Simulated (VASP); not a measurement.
# ZnAuS3 (Pm-3m) in VASP: notebook

ZnAuS3 is run at these levels: PBE; tasks: single point, relaxation of cell and atoms.

Everything below comes from runs of VASP 6.6.1. Logs are shortened: lines on timing, memory, paths and dates and some standing lists are left out, and cuts for length are marked.

**1. The cell of the first run**

The structure is cubic, space group Pm-3m (No. 221). The conventional cell has a = 4.837 Å, b = 4.837 Å, c = 4.837 Å, α = 90.00°, β = 90.00°, γ = 90.00°. Zn (site symmetry m-3m) has 12 S at 3.42 Å and 8 Au at 4.19 Å within 4.5 Å. S (site symmetry 4/mmm) has 2 Au at 2.42 Å within 3.2 Å. Within 3.2 Å of Au (site symmetry m-3m) lie 6 S at 2.42 Å.

**2. Single point, PBE**

Input file INCAR:

```
PREC     = Accurate       # precision mode
ENCUT    = 520            # plane-wave cutoff, eV
EDIFF    = 1E-6           # SCF threshold, eV
ISMEAR   = 0              # smearing method
SIGMA    = 0.1            # smearing width, eV
LREAL    = False          # projectors in reciprocal space
LASPH    = True           # aspherical terms in the spheres
NELM     = 100            # most SCF steps
ALGO     = Normal         # electronic algorithm
ISIF     = 2              # what is computed and relaxed
LWAVE    = False          # write WAVECAR
LCHARG   = False          # write CHGCAR
GGA      = PE             # functional
NBANDS   = 28             # bands
```

Input file KPOINTS:

```
regular mesh
0
Gamma
  8 8 8
```

Input file POSCAR:

```
ZnAuS3
1.0
    4.8374364795      0.0000000000      0.0000000000
    0.0000000000      4.8374364795      0.0000000000
    0.0000000000      0.0000000000      4.8374364795
Zn S Au
1 3 1
Direct
    0.5000000000      0.5000000000      0.5000000000
    0.5000000000      0.0000000000      0.0000000000
    0.0000000000      0.5000000000      0.0000000000
    0.0000000000      0.0000000000      0.5000000000
    0.0000000000      0.0000000000      0.0000000000
```

Potentials or basis: VASP PAW PBE potentials, release 64 (Zn, S, Au).

On the command line:

```sh
> cat potpaw_PBE.64/Zn/POTCAR potpaw_PBE.64/S/POTCAR potpaw_PBE.64/Au/POTCAR > POTCAR
> mpirun -np 1 vasp_std > vasp.out
```

OUTCAR:

```text
PREC = Accurate
   ENCUT = 520
   EDIFF = 1E-6
   ISMEAR = 0
   LREAL = False
   LASPH = True
   NELM = 100
   ISIF = 2
   GGA = PE

 ion  position               nearest neighbor table
   1  0.500  0.500  0.500-
   2  0.500  0.000  0.000-   5 2.42   5 2.42
   3  0.000  0.500  0.000-   5 2.42   5 2.42
   4  0.000  0.000  0.500-   5 2.42   5 2.42
   5  0.000  0.000  0.000-   2 2.42   3 2.42   4 2.42   4 2.42   3 2.42   2 2.42

  LATTYP: Found a simple cubic cell.
 ALAT       =     4.8374364795

  Lattice vectors:

 A1 = (   4.8374364795,   0.0000000000,   0.0000000000)
 A2 = (   0.0000000000,   4.8374364795,   0.0000000000)
 A3 = (   0.0000000000,   0.0000000000,   4.8374364795)

Analysis of symmetry for initial positions (statically):
=====================================================================
 Subroutine PRICEL returns:
 Original cell was already a primitive cell.

 Routine SETGRP: Setting up the symmetry group for a
 simple cubic supercell.

 Subroutine GETGRP returns: Found 48 space group operations
 (whereof 48 operations were pure point group operations)
 out of a pool of 48 trial point group operations.

The static configuration has the point symmetry O_h .

Analysis of symmetry for dynamics (positions and initial velocities):
=====================================================================
 Subroutine PRICEL returns:
 Original cell was already a primitive cell.

 Routine SETGRP: Setting up the symmetry group for a
 simple cubic supercell.

 Subroutine GETGRP returns: Found 48 space group operations
 (whereof 48 operations were pure point group operations)
 out of a pool of 48 trial point group operations.

The dynamic configuration has the point symmetry O_h .

 Subroutine INISYM returns: Found 48 space group operations
 (whereof 48 operations are pure point group operations),
 and found     1 'primitive' translations

----------------------------------------------------------------------------------------

                                     Primitive cell

  volume of cell :     113.1998

  direct lattice vectors                    reciprocal lattice vectors
     4.837436479  0.000000000  0.000000000     0.206721061  0.000000000  0.000000000
     0.000000000  4.837436479  0.000000000     0.000000000  0.206721061  0.000000000
     0.000000000  0.000000000  4.837436479     0.000000000  0.000000000  0.206721061

  length of vectors
     4.837436479  4.837436479  4.837436479     0.206721061  0.206721061  0.206721061

  position of ions in fractional coordinates (direct lattice)
     0.500000000  0.500000000  0.500000000
     0.500000000  0.000000000  0.000000000
     0.000000000  0.500000000  0.000000000
     0.000000000  0.000000000  0.500000000
     0.000000000  0.000000000  0.000000000

  ion indices of the primitive-cell ions
   primitive index   ion index
                 1           1
                 2           2
                 3           3
                 4           4
                 5           5

----------------------------------------------------------------------------------------

 KPOINTS: regular mesh

Automatic generation of k-mesh.
 Grid dimensions read from file:
 generate k-points for:    8    8    8

 Generating k-lattice:

  Cartesian coordinates                     Fractional coordinates (reciprocal lattice)
     0.025840133  0.000000000  0.000000000     0.125000000  0.000000000  0.000000000
     0.000000000  0.025840133  0.000000000     0.000000000  0.125000000  0.000000000
     0.000000000  0.000000000  0.025840133     0.000000000  0.000000000  0.125000000

  Length of vectors
     0.025840133  0.025840133  0.025840133

  Shift w.r.t. Gamma in fractional coordinates (k-lattice)
     0.000000000  0.000000000  0.000000000

 Subroutine IBZKPT returns following result:
 ===========================================

 Found     35 irreducible k-points:

 Following reciprocal coordinates:
            Coordinates               Weight
  0.000000  0.000000  0.000000      1.000000
  0.125000  0.000000  0.000000      6.000000
  0.250000  0.000000  0.000000      6.000000
  0.375000  0.000000  0.000000      6.000000
  0.500000  0.000000  0.000000      3.000000
  0.125000  0.125000  0.000000     12.000000
[... 16 lines left out ...]
  0.375000  0.375000  0.125000     24.000000
  0.500000  0.375000  0.125000     24.000000
 [... further k-points ...]
   k-points           NKPTS =     35   k-points in BZ     NKDIM =     35   number of bands    NBANDS=     28
   number of dos      NEDOS =    301   number of ions     NIONS =      5
   total plane-waves  NPLWV =  46656
   dimension x,y,z NGX =    36 NGY =   36 NGZ =   36
   dimension x,y,z NGXF=    72 NGYF=   72 NGZF=   72
   ions per type =               1   3   1
   NGX,Y,Z   is equivalent  to a cutoff of  12.37, 12.37, 12.37 a.u.
   NGXF,Y,Z  is equivalent  to a cutoff of  24.74, 24.74, 24.74 a.u.
 SYSTEM =  unknown system
   PREC   = accura    normal or accurate (medium, high low for compatibility)
   ISTART =      0    job   : 0-new  1-cont  2-samecut
   ICHARG =      2    charge: 1-file 2-atom 10-const
   ISPIN  =      1    spin polarized calculation?
   LNONCOLLINEAR =      F non collinear calculations
   LSORBIT =      F    spin-orbit coupling
   LASPH  =      T    aspherical Exc in radial PAW
   ENCUT  =  520.0 eV  38.22 Ry    6.18 a.u.   8.99  8.99  8.99*2*pi/ulx,y,z
   NELM   =    100;   NELMIN=  2; NELMDL= -5     # of ELM steps
   EDIFF  = 0.1E-05   stopping-criterion for ELM
   LREAL  =      F    real-space projection
   EDIFFG = 0.1E-04   stopping-criterion for IOM
   NSW    =      0    number of steps for IOM
   IBRION =     -1    ionic relax: 0-MD 1-quasi-New 2-CG
   NFREE  =      0    steps in history (QN), initial steepest desc. (CG)
   ISIF   =      2    stress and relaxation
   ISYM   =      2    0-nonsym 1-usesym 2-fastsym
   POTIM  = 0.5000    time-step for ionic-motion
   TEBEG  =    0.0;   TEEND  =   0.0 temperature during run
   PSTRESS=    0.0 pullay stress
   NELECT =      41.0000    total number of electrons
   NUPDOWN=      -1.0000    fix difference up-down
   EMIN   =  10.00;   EMAX   =-10.00  energy-range for DOS
   EFERMI =   0.00;   METHOD = LEGACY
   ISMEAR =     0;   SIGMA  =   0.10  broadening in eV -4-tet -1-fermi 0-gaus
   EFERMI_NEDOS =   21; number of points for ismear=-14 and -15
   IALGO  =     38    algorithm
   IMIX   =      4    mixing-type and parameters
     AMIX     =   0.40;   BMIX     =  1.00
     AMIX_MAG =   1.60;   BMIX_MAG =  1.00
  volume/ion in A,a.u.               =      22.64       152.78
  Fermi-wavevector in a.u.,A,eV,Ry     =   1.166955  2.205226 18.528201  1.361784
  Thomas-Fermi vector in A             =   2.303462
   LORBIT       =      0    0 simple, 1 ext, 2 COOP (PROOUT), +10 PAW based schemes
   GGA     = PE    functional components
   LHFCALC =     F    Hartree Fock is set to
   AEXX    =    0.0000 exact exchange contribution
   IVDW    =     0    specifies the selected vdW correction
   LEPSILON=     F    determine dielectric tensor
   LRPA    =     F    only Hartree local field effects (RPA)
 non-spin polarized calculation
 Gauss-broadening in eV      SIGMA  =   0.10
  energy-cutoff  :      520.00
  volume of cell :      113.20
 maximum number of plane-waves:      3112
 NGX is ok and might be reduce to    36
   NGX = 17   NGY = 17   NGZ = 17

 number of electron      41.0000025 magnetization

 Free energy of the ion-electron system (eV)
  ---------------------------------------------------
  ext. energy  EPLUGINS =         0.00000000
  ---------------------------------------------------
  free energy    TOTEN  =       -12.86134543 eV

  energy without entropy =      -12.83453112  energy(sigma->0) =      -12.84793828

 E-fermi :   2.8847     XC(G=0):  -9.5576

 val. band max:        2.8605192314   @ k =   0.2500   0.1250   0.0000
 cond. band min:       2.9341001396   @ k =   0.5000   0.3750   0.2500
 fundamental gap:      0.0735809082
 Fermi energy:         2.8846656130

 k-point     1 :       0.0000    0.0000    0.0000
  band No.  band energies     occupation
      1     -10.4986      2.00000
      2      -9.0061      2.00000
      3      -9.0061      2.00000
      4      -3.4408      2.00000
      5      -3.4408      2.00000
      6      -3.4408      2.00000
[... 20 lines left out ...]
     27       9.6861      0.00000
     28       9.6861      0.00000

 k-point     2 :       0.1250    0.0000    0.0000
  band No.  band energies     occupation
      1     -10.4409      2.00000
      2      -9.0027      2.00000
      3      -9.0016      2.00000
      4      -3.4440      2.00000
      5      -3.4440      2.00000
      6      -3.4426      2.00000
[... 20 lines left out ...]
     27       9.3629      0.00000
     28       9.8541      0.00000

 k-point     3 :       0.2500    0.0000    0.0000
  band No.  band energies     occupation
      1     -10.2915      2.00000
      2      -8.9943      2.00000
      3      -8.9928      2.00000
      4      -3.4519      2.00000
      5      -3.4519      2.00000
      6      -3.4493      2.00000
[... 20 lines left out ...]
     27       8.8667      0.00000
     28      10.5576      0.00000

 k-point     4 :       0.3750    0.0000    0.0000
  band No.  band energies     occupation
      1     -10.1236      2.00000
      2      -8.9891      2.00000
      3      -8.9858      2.00000
      4      -3.7409      2.00000
      5      -3.4596      2.00000
      6      -3.4596      2.00000
[... 578 lines left out ...]
     27       9.7671      0.00000
     28      11.2222      0.00000

 k-point    23 :       0.3750    0.3750    0.1250
  band No.  band energies     occupation
      1      -9.6391      2.00000
      2      -8.9426      2.00000
      3      -8.9345      2.00000
      4      -3.8153      2.00000
      5      -3.6618      2.00000
      6      -3.4650      2.00000
[... 20 lines left out ...]
     27       9.2529      0.00000
     28      11.4374      0.00000

 k-point    24 :       0.5000    0.3750    0.1250
  band No.  band energies     occupation
      1      -9.5538      2.00000
      2      -8.9319      2.00000
      3      -8.9288      2.00000
      4      -4.0610      2.00000
      5      -3.7035      2.00000
      6      -3.4657      2.00000
[... 20 lines left out ...]
     27       9.9990      0.00000
     28      10.5765      0.00000

 [... further k-points ...]
[... 5 lines left out ...]
  --------------------------------------------------------------------------------------
  -------------------------------------------------------------------------------------
  Total       -0.1105085     -0.1105085     -0.1105085      0.0000000      0.0000000      0.0000000
  in kB       -1.5640858     -1.5640858     -1.5640858      0.0000000      0.0000000      0.0000000
  external PRESSURE =      -1.5640858 kB  Pullay stress =       0.0000000 kB

 VOLUME and BASIS-vectors are now :
 -----------------------------------------------------------------------------
  energy-cutoff  :      520.00
  volume of cell :      113.20
      direct lattice vectors                 reciprocal lattice vectors
     4.837436479  0.000000000  0.000000000     0.206721061  0.000000000  0.000000000
     0.000000000  4.837436479  0.000000000     0.000000000  0.206721061  0.000000000
     0.000000000  0.000000000  4.837436479     0.000000000  0.000000000  0.206721061

 POSITION                                       TOTAL-FORCE (eV/Angst)
 -----------------------------------------------------------------------------------
      2.41872      2.41872      2.41872         0.000000      0.000000      0.000000
      2.41872      0.00000      0.00000         0.000000      0.000000      0.000000
      0.00000      2.41872      0.00000         0.000000      0.000000      0.000000
      0.00000      0.00000      2.41872         0.000000      0.000000      0.000000
      0.00000      0.00000      0.00000         0.000000      0.000000      0.000000
 -----------------------------------------------------------------------------------
    total drift:                                0.000000      0.000000      0.000000

  FREE ENERGIE OF THE ION-ELECTRON SYSTEM (eV)
  ---------------------------------------------------
  free  energy   TOTEN  =       -12.8613454305 eV

  energy  without entropy=      -12.8345311233  energy(sigma->0) =      -12.84793828
```

Run time: 34 s. Hardware: 1 thread of Intel Xeon 6975P-C (Granite Rapids), shared host; peak memory 0.28 GiB.

What came out:

| Property | Result |
| --- | --- |
| Free energy | -12.8613 eV |
| Pressure | -0.2 GPa |

Caveat: spin-orbit coupling is left out, which moves the levels of the heavy elements.

**3. Single point, PBE**

This run uses another cell than the first one, of 22.43 Å³/atom, 0.991 times its volume.

Input file INCAR:

```
  ALGO = Normal
  EDIFF = 1E-6
  ENCUT = 520
  GGA = PE
  ISIF = 2
  ISMEAR = 0
  LASPH = T
  LCHARG = F
  LREAL = F
  LWAVE = F
  NBANDS = 28
  NELM = 100
  PREC = Accurate
  SIGMA = 0.1
```

Input file KPOINTS:

```
k-points
0
Gamma
  4 4 4
```

POSCAR: that of step 2 with these lines changed.

```diff
@@ -2,5 +2,5 @@
 1.0
-    4.8374364795      0.0000000000      0.0000000000
-    0.0000000000      4.8374364795      0.0000000000
-    0.0000000000      0.0000000000      4.8374364795
+    4.8225015831      0.0000000000      0.0000000000
+    0.0000000000      4.8225015831      0.0000000000
+    0.0000000000      0.0000000000      4.8225015831
 Zn S Au
```

Potentials or basis: VASP PAW PBE potentials, release 64 (Zn, S, Au).

On the command line:

```sh
> cat potpaw_PBE.64/Zn/POTCAR potpaw_PBE.64/S/POTCAR potpaw_PBE.64/Au/POTCAR > POTCAR
> mpirun -np 1 vasp_std > vasp.out
```

Run time: 12 s. Hardware: 1 thread of Intel Xeon 6975P-C (Granite Rapids), shared host; peak memory 0.22 GiB.

Results (log left out):

```yaml
Free_energy: -13.0528 eV
Pressure: -0.2 GPa
```

Levels at points of the mesh, in eV from the Fermi level:
| k point | band 16 | band 17 | band 18 | band 19 | band 20 | band 21 | band 22 | band 23 | band 24 | band 25 |
| --- | --- | --- | --- | --- | --- | --- | --- | --- | --- | --- |
| (0.00, 0.00, 0.00) | -3.64 | -1.47 | -0.76 | -0.76 | -0.76 | -0.53 | -0.53 | -0.53 | 1.74 | 6.75 |
| (0.50, 0.00, 0.00) | -3.16 | -1.20 | -1.14 | -0.60 | -0.60 | -0.50 | -0.50 | 1.04 | 3.76 | 5.60 |
| (0.50, 0.50, 0.00) | -2.51 | -1.80 | -1.80 | -0.40 | -0.40 | 0.50 | 0.97 | 3.39 | 4.24 | 5.53 |
| (0.50, 0.50, 0.50) | -1.69 | -1.69 | -1.36 | 0.51 | 0.51 | 0.51 | 3.42 | 3.42 | 6.36 | 6.36 |

Caveat: spin-orbit coupling is left out, which moves the levels of the heavy elements.

(Continued in part 2 of 2.)
